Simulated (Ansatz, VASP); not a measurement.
# Rh: VASP beside Ansatz

```
CELL_PARAMETERS angstrom
-1.33762 1.33762 1.89304
1.33762 -1.33762 1.89304
1.33762 1.33762 -1.89304
ATOMIC_POSITIONS crystal
Rh 0.00000 0.00000 0.00000
```

Alike in both runs: functional PBEsol; k mesh 8 × 8 × 8; occupations gaussian, width 0.1 eV; no spin polarisation.

Ansatz relaxed the structure, and its values are those at the end. VASP's run is a single point on that final structure, the one shown.

|  | VASP | Ansatz |
| --- | --- | --- |
| version | VASP 6.6.1 | Ansatz 0.2.0 |
| potentials or method | VASP PAW PBE potentials, release 64 (Rh_pv), cutoff 500 eV | scalar-relativistic, plane waves, PAW |
| valence electrons in the cell | 15 | 17 |

|  | VASP | Ansatz | Ansatz less VASP |
| --- | --- | --- | --- |
| gap on the k mesh at the Fermi level (eV) | none | none | - |
| pressure (GPa) | -0.1 | -0.1 | +0.02 |

VASP's potentials were made for PBE, not for PBEsol. A gap of «none» marks a metal or a gap that the smearing closes. VASP's potentials hold 15 valence electrons a cell and Ansatz's 17, so a difference there can come from the potentials and not from the codes.

The k mesh is coarse, so the values compare programs but aren't converged.
